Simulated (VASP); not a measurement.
# Ge (Fd-3m) in VASP: notebook

Aim: see how the results for Ge move with the level of theory and the settings. Levels: LDA, PBEsol. Tasks: single point.

Program: VASP 6.6.1. These are calculated values, not measurements. Logs are shortened: lines on timing, memory, paths and dates and some standing lists are left out, and cuts for length are marked.

## Step 1: The cell of the first run

The structure is cubic, space group Fd-3m (No. 227). The conventional cell has a = 5.465 Å, b = 5.465 Å, c = 5.465 Å, α = 90.00°, β = 90.00°, γ = 90.00°. Ge (site symmetry -43m) has 4 Ge at 2.37 Å within 3.1 Å.

## Step 2: Single point, LDA (strained)

Contents of INCAR:

```
  PREC = Accurate
  ENCUT = 520
  EDIFF = 1E-6
  ISMEAR = 0
  SIGMA = 0.1
  LREAL = F
  LASPH = T
  NELM = 100
  ALGO = Normal
  ISIF = 2
  LWAVE = F
  LCHARG = F
  NBANDS = 21
```

Contents of KPOINTS:

```
regular mesh
0
Gamma
  14 14 14
```

Contents of POSCAR:

```
Ge
1.0
    0.0000000000      2.7324220938      2.7324220938
    2.7324220938      0.0000000000      2.7324220938
    2.7324220938      2.7324220938      0.0000000000
Ge
2
Direct
    0.5000000000      0.5000000000      0.5000000000
    0.7500000000      0.7500000000      0.7500000000
```

Potentials or basis: VASP PAW LDA potentials, release 64 (Ge_d).

Run with:

```
$ cat potpaw_LDA.64/Ge_d/POTCAR > POTCAR
$ mpirun -np 1 vasp_std > vasp.out
```

OUTCAR:

```text
PREC = Accurate
   ENCUT = 520
   EDIFF = 1E-6
   ISMEAR = 0
   LREAL = F
   LASPH = T
   NELM = 100
   ISIF = 2

 ion  position               nearest neighbor table
   1  0.500  0.500  0.500-   2 2.37   2 2.37   2 2.37   2 2.37
   2  0.750  0.750  0.750-   1 2.37   1 2.37   1 2.37   1 2.37

  LATTYP: Found a face centered cubic cell.
 ALAT       =     5.4648441876

  Lattice vectors:

 A1 = (   0.0000000000,   2.7324220938,   2.7324220938)
 A2 = (   2.7324220938,   0.0000000000,   2.7324220938)
 A3 = (   2.7324220938,   2.7324220938,   0.0000000000)

Analysis of symmetry for initial positions (statically):
=====================================================================
 Subroutine PRICEL returns:
 Original cell was already a primitive cell.

 Routine SETGRP: Setting up the symmetry group for a
 face centered cubic supercell.

 Subroutine GETGRP returns: Found 48 space group operations
 (whereof 24 operations were pure point group operations)
 out of a pool of 48 trial point group operations.

The static configuration has the point symmetry T_d .
 The point group associated with its full space group is O_h .

Analysis of symmetry for dynamics (positions and initial velocities):
=====================================================================
 Subroutine PRICEL returns:
 Original cell was already a primitive cell.

 Routine SETGRP: Setting up the symmetry group for a
 face centered cubic supercell.

 Subroutine GETGRP returns: Found 48 space group operations
 (whereof 24 operations were pure point group operations)
 out of a pool of 48 trial point group operations.

The dynamic configuration has the point symmetry T_d .
 The point group associated with its full space group is O_h .

 Subroutine INISYM returns: Found 48 space group operations
 (whereof 24 operations are pure point group operations),
 and found     1 'primitive' translations

----------------------------------------------------------------------------------------

                                     Primitive cell

  volume of cell :      40.8012

  direct lattice vectors                    reciprocal lattice vectors
     0.000000000  2.732422094  2.732422094    -0.182987834  0.182987834  0.182987834
     2.732422094  0.000000000  2.732422094     0.182987834 -0.182987834  0.182987834
     2.732422094  2.732422094  0.000000000     0.182987834  0.182987834 -0.182987834

  length of vectors
     3.864228383  3.864228383  3.864228383     0.316944225  0.316944225  0.316944225

  position of ions in fractional coordinates (direct lattice)
     0.500000000  0.500000000  0.500000000
     0.750000000  0.750000000  0.750000000

  ion indices of the primitive-cell ions
   primitive index   ion index
                 1           1
                 2           2

----------------------------------------------------------------------------------------

 KPOINTS: regular mesh

Automatic generation of k-mesh.
 Grid dimensions read from file:
 generate k-points for:   14   14   14

 Generating k-lattice:

  Cartesian coordinates                     Fractional coordinates (reciprocal lattice)
    -0.013070560  0.013070560  0.013070560     0.071428571  0.000000000  0.000000000
     0.013070560 -0.013070560  0.013070560     0.000000000  0.071428571  0.000000000
     0.013070560  0.013070560 -0.013070560     0.000000000  0.000000000  0.071428571

  Length of vectors
     0.022638873  0.022638873  0.022638873

  Shift w.r.t. Gamma in fractional coordinates (k-lattice)
     0.000000000  0.000000000  0.000000000

 Subroutine IBZKPT returns following result:
 ===========================================

 Found    104 irreducible k-points:

 Following reciprocal coordinates:
            Coordinates               Weight
  0.000000  0.000000  0.000000      1.000000
  0.071429  0.000000  0.000000      8.000000
  0.142857  0.000000  0.000000      8.000000
  0.214286  0.000000  0.000000      8.000000
  0.285714  0.000000  0.000000      8.000000
  0.357143  0.000000  0.000000      8.000000
[... 16 lines left out ...]
  0.214286  0.142857  0.000000     24.000000
  0.285714  0.142857  0.000000     24.000000
 [... further k-points ...]
   k-points           NKPTS =    104   k-points in BZ     NKDIM =    104   number of bands    NBANDS=     21
   number of dos      NEDOS =    301   number of ions     NIONS =      2
   total plane-waves  NPLWV =  27000
   dimension x,y,z NGX =    30 NGY =   30 NGZ =   30
   dimension x,y,z NGXF=    60 NGYF=   60 NGZF=   60
   ions per type =               2
   NGX,Y,Z   is equivalent  to a cutoff of  12.91, 12.91, 12.91 a.u.
   NGXF,Y,Z  is equivalent  to a cutoff of  25.81, 25.81, 25.81 a.u.
 SYSTEM =  unknown system
   PREC   = accura    normal or accurate (medium, high low for compatibility)
   ISTART =      0    job   : 0-new  1-cont  2-samecut
   ICHARG =      2    charge: 1-file 2-atom 10-const
   ISPIN  =      1    spin polarized calculation?
   LNONCOLLINEAR =      F non collinear calculations
   LSORBIT =      F    spin-orbit coupling
   LASPH  =      T    aspherical Exc in radial PAW
   ENCUT  =  520.0 eV  38.22 Ry    6.18 a.u.   7.18  7.18  7.18*2*pi/ulx,y,z
   NELM   =    100;   NELMIN=  2; NELMDL= -5     # of ELM steps
   EDIFF  = 0.1E-05   stopping-criterion for ELM
   LREAL  =      F    real-space projection
   EDIFFG = 0.1E-04   stopping-criterion for IOM
   NSW    =      0    number of steps for IOM
   IBRION =     -1    ionic relax: 0-MD 1-quasi-New 2-CG
   NFREE  =      0    steps in history (QN), initial steepest desc. (CG)
   ISIF   =      2    stress and relaxation
   ISYM   =      2    0-nonsym 1-usesym 2-fastsym
   POTIM  = 0.5000    time-step for ionic-motion
   TEBEG  =    0.0;   TEEND  =   0.0 temperature during run
   PSTRESS=    0.0 pullay stress
   NELECT =      28.0000    total number of electrons
   NUPDOWN=      -1.0000    fix difference up-down
   EMIN   =  10.00;   EMAX   =-10.00  energy-range for DOS
   EFERMI =   0.00;   METHOD = LEGACY
   ISMEAR =     0;   SIGMA  =   0.10  broadening in eV -4-tet -1-fermi 0-gaus
   EFERMI_NEDOS =   21; number of points for ismear=-14 and -15
   IALGO  =     38    algorithm
   IMIX   =      4    mixing-type and parameters
     AMIX     =   0.40;   BMIX     =  1.00
     AMIX_MAG =   1.60;   BMIX_MAG =  1.00
  volume/ion in A,a.u.               =      20.40       137.67
  Fermi-wavevector in a.u.,A,eV,Ry     =   1.444008  2.728780 28.370328  2.085160
  Thomas-Fermi vector in A             =   2.562352
   LORBIT       =      0    0 simple, 1 ext, 2 COOP (PROOUT), +10 PAW based schemes
   GGA     = CA    functional components
   LHFCALC =     F    Hartree Fock is set to
   AEXX    =    0.0000 exact exchange contribution
   IVDW    =     0    specifies the selected vdW correction
   LEPSILON=     F    determine dielectric tensor
   LRPA    =     F    only Hartree local field effects (RPA)
 non-spin polarized calculation
 Gauss-broadening in eV      SIGMA  =   0.10
  energy-cutoff  :      520.00
  volume of cell :       40.80
 maximum number of plane-waves:      1117
 NGX is ok and might be reduce to    30
   NGX = 15   NGY = 15   NGZ = 15

 number of electron      27.9999972 magnetization

 Free energy of the ion-electron system (eV)
  ---------------------------------------------------
  ext. energy  EPLUGINS =         0.00000000
  ---------------------------------------------------
  free energy    TOTEN  =       -10.30894992 eV

  energy without entropy =      -10.30893884  energy(sigma->0) =      -10.30894438

 E-fermi :   5.9561     XC(G=0): -10.7891

 val. band max:        5.7982214380   @ k =   0.0000   0.0000   0.0000
 cond. band min:       6.1356943227   @ k =   0.4286   0.4286   0.0000
 fundamental gap:      0.3374728848
 Fermi energy:         5.9561068598

 k-point     1 :       0.0000    0.0000    0.0000
  band No.  band energies     occupation
      1     -19.3208      2.00000
      2     -19.3208      2.00000
      3     -19.3208      2.00000
      4     -19.2754      2.00000
      5     -19.2754      2.00000
      6     -19.0011      2.00000
[... 13 lines left out ...]
     20      15.6382      0.00000
     21      15.6382      0.00000

 k-point     2 :       0.0714    0.0000    0.0000
  band No.  band energies     occupation
      1     -19.3253      2.00000
      2     -19.3253      2.00000
      3     -19.3198      2.00000
      4     -19.2693      2.00000
      5     -19.2693      2.00000
      6     -19.0066      2.00000
[... 13 lines left out ...]
     20      15.0572      0.00000
     21      15.0572      0.00000

 k-point     3 :       0.1429    0.0000    0.0000
  band No.  band energies     occupation
      1     -19.3339      2.00000
      2     -19.3339      2.00000
      3     -19.3168      2.00000
      4     -19.2565      2.00000
      5     -19.2565      2.00000
      6     -19.0169      2.00000
[... 13 lines left out ...]
     20      14.4323      0.00000
     21      14.4323      0.00000

 k-point     4 :       0.2143    0.0000    0.0000
  band No.  band energies     occupation
      1     -19.3417      2.00000
      2     -19.3417      2.00000
      3     -19.3125      2.00000
      4     -19.2432      2.00000
      5     -19.2432      2.00000
      6     -19.0267      2.00000
[... 13 lines left out ...]
     20      14.2112      0.00000
     21      14.2112      0.00000

 k-point     5 :       0.2857    0.0000    0.0000
  band No.  band energies     occupation
      1     -19.3471      2.00000
      2     -19.3471      2.00000
      3     -19.3076      2.00000
      4     -19.2323      2.00000
      5     -19.2323      2.00000
      6     -19.0341      2.00000
[... 13 lines left out ...]
     20      14.5330      0.00000
     21      14.5330      0.00000

 k-point     6 :       0.3571    0.0000    0.0000
  band No.  band energies     occupation
      1     -19.3503      2.00000
      2     -19.3503      2.00000
      3     -19.3032      2.00000
      4     -19.2253      2.00000
      5     -19.2253      2.00000
      6     -19.0382      2.00000
[... 13 lines left out ...]
     20      15.3672      0.00000
     21      15.3672      0.00000

 k-point     7 :       0.4286    0.0000    0.0000
  band No.  band energies     occupation
      1     -19.3517      2.00000
      2     -19.3517      2.00000
      3     -19.3001      2.00000
      4     -19.2217      2.00000
      5     -19.2217      2.00000
      6     -19.0399      2.00000
[... 13 lines left out ...]
     20      16.5483      0.00000
     21      16.5483      0.00000
[... 291 lines left out ...]
      1     -19.3425      2.00000
      2     -19.3338      2.00000
      3     -19.3158      2.00000
      4     -19.2538      2.00000
      5     -19.2429      2.00000
      6     -19.0328      2.00000
[... 13 lines left out ...]
     20      14.0137      0.00000
     21      14.6472      0.00000

 k-point    21 :      -0.0714    0.0714    0.0000
  band No.  band energies     occupation
      1     -19.3335      2.00000
      2     -19.3260      2.00000
      3     -19.3204      2.00000
      4     -19.2646      2.00000
      5     -19.2578      2.00000
      6     -19.0198      2.00000
[... 13 lines left out ...]
     20      14.2424      0.00000
     21      14.8391      0.00000

 k-point    22 :       0.1429    0.1429    0.0000
  band No.  band energies     occupation
      1     -19.3333      2.00000
      2     -19.3300      2.00000
      3     -19.3300      2.00000
      4     -19.2598      2.00000
      5     -19.2359      2.00000
      6     -19.0539      2.00000
[... 13 lines left out ...]
     20      13.9605      0.00000
     21      16.0047      0.00000

 k-point    23 :       0.2143    0.1429    0.0000
  band No.  band energies     occupation
      1     -19.3431      2.00000
      2     -19.3356      2.00000
      3     -19.3248      2.00000
      4     -19.2497      2.00000
      5     -19.2200      2.00000
      6     -19.0711      2.00000
[... 13 lines left out ...]
     20      14.7963      0.00000
     21      15.8742      0.00000

 k-point    24 :       0.2857    0.1429    0.0000
  band No.  band energies     occupation
      1     -19.3537      2.00000
      2     -19.3418      2.00000
      3     -19.3146      2.00000
      4     -19.2375      2.00000
      5     -19.2059      2.00000
      6     -19.0841      2.00000
[... 13 lines left out ...]
     20      15.3764      0.00000
     21      15.9151      0.00000

 [... further k-points ...]

------------------------ aborting loop because EDIFF is reached ----------------------------------------

  FORCE on cell =-STRESS in cart. coord.  units (eV):
  Direction    XX          YY          ZZ          XY          YZ          ZX
  --------------------------------------------------------------------------------------
  -------------------------------------------------------------------------------------
  Total        1.9987512      1.9987512      1.9987512      0.0000000     -0.0000000      0.0000000
  in kB       78.4866805     78.4866805     78.4866805      0.0000000     -0.0000000      0.0000000
  external PRESSURE =      78.4866805 kB  Pullay stress =       0.0000000 kB

 VOLUME and BASIS-vectors are now :
 -----------------------------------------------------------------------------
  energy-cutoff  :      520.00
  volume of cell :       40.80
      direct lattice vectors                 reciprocal lattice vectors
     0.000000000  2.732422094  2.732422094    -0.182987834  0.182987834  0.182987834
     2.732422094  0.000000000  2.732422094     0.182987834 -0.182987834  0.182987834
     2.732422094  2.732422094  0.000000000     0.182987834  0.182987834 -0.182987834

 POSITION                                       TOTAL-FORCE (eV/Angst)
 -----------------------------------------------------------------------------------
      2.73242      2.73242      2.73242         0.000000      0.000000     -0.000000
      4.09863      4.09863      4.09863        -0.000000     -0.000000      0.000000
 -----------------------------------------------------------------------------------
    total drift:                                0.000000     -0.000000     -0.000000

  FREE ENERGIE OF THE ION-ELECTRON SYSTEM (eV)
  ---------------------------------------------------
  free  energy   TOTEN  =       -10.3089499229 eV

  energy  without entropy=      -10.3089388393  energy(sigma->0) =      -10.30894438
```

Run time: 95 s. Hardware: 1 thread of Intel Xeon Platinum 8488C (Sapphire Rapids), shared host; peak memory 0.19 GiB.

Results:

* Free energy: -10.3089 eV
* Pressure: 7.8 GPa
* Band gap on the k mesh: 0.34 eV (least direct gap 0.84 eV)

Levels at points of the mesh, in eV from the valence-band top:
| k point | band 11 | band 12 | band 13 | band 14 | band 15 | band 16 | band 17 | band 18 |
| --- | --- | --- | --- | --- | --- | --- | --- | --- |
| (0.00, 0.00, 0.00) | -13.64 | 0.00 | 0.00 | 0.00 | 0.84 | 2.56 | 2.56 | 2.56 |
| (0.50, 0.00, 0.00) | -11.28 | -8.17 | -1.57 | -1.57 | 0.41 | 3.76 | 3.76 | 7.01 |
| (0.50, 0.50, 0.00) | -9.35 | -9.35 | -3.46 | -3.46 | 0.52 | 0.52 | 10.30 | 10.30 |

Caveat: the cell differs from its parent crystal (strained); the cell stands under pressure.

## Step 3: Single point, PBEsol (strained)

Contents of INCAR:

```
PREC     = Accurate       # precision mode
ENCUT    = 520            # plane-wave cutoff, eV
EDIFF    = 1E-6           # SCF threshold, eV
ISMEAR   = 0              # smearing method
SIGMA    = 0.1            # smearing width, eV
LREAL    = False          # projectors in reciprocal space
LASPH    = True           # aspherical terms in the spheres
NELM     = 80             # most SCF steps
ALGO     = Normal         # electronic algorithm
ISIF     = 2              # what is computed and relaxed
LWAVE    = False          # write WAVECAR
LCHARG   = False          # write CHGCAR
GGA      = PS             # functional
NBANDS   = 21             # bands
```

KPOINTS is that of step 2.

Contents of POSCAR:

```
Ge
1.0
    0.0000000000      2.8926153389      2.8926153389
    2.8926153389      0.0000000000      2.8926153389
    2.8926153389      2.8926153389      0.0000000000
Ge
2
Direct
    0.5000000000      0.5000000000      0.5000000000
    0.7500000000      0.7500000000      0.7500000000
```

Potentials or basis: VASP PAW PBE potentials, release 64 (Ge_d).

Run with:

```
$ cat potpaw_PBE.64/Ge_d/POTCAR > POTCAR
$ mpirun -np 1 vasp_std > vasp.out
```

Run time: 1.8 min. Hardware: 1 thread of Intel Xeon Platinum 8488C (Sapphire Rapids), shared host; peak memory 0.22 GiB.

The run converged. Its results:

| Item | Value |
| --- | --- |
| Free energy | -9.8443 eV |
| Pressure | -3.4 GPa |
| Band gap on the k mesh | zero (bands 14 and 15 overlap by 0.07 eV) |

Levels at points of the mesh, in eV from the Fermi level:
```csv
k point,band 12,band 13,band 14,band 15,band 16,band 17
"(0.00, 0.00, 0.00)",-0.55,0.05,0.05,0.05,2.55,2.55
"(0.50, 0.00, 0.00)",-7.29,-1.26,-1.26,-0.03,3.72,3.72
"(0.50, 0.50, 0.00)",-8.61,-2.82,-2.82,0.79,0.79,8.99
```

Caveat: the cell differs from its parent crystal (strained); the cell stands under tension; semilocal functionals underestimate gaps, so a narrow gap can read as zero; the PAW data sets were made with another functional, which shifts forces and pressure a little.
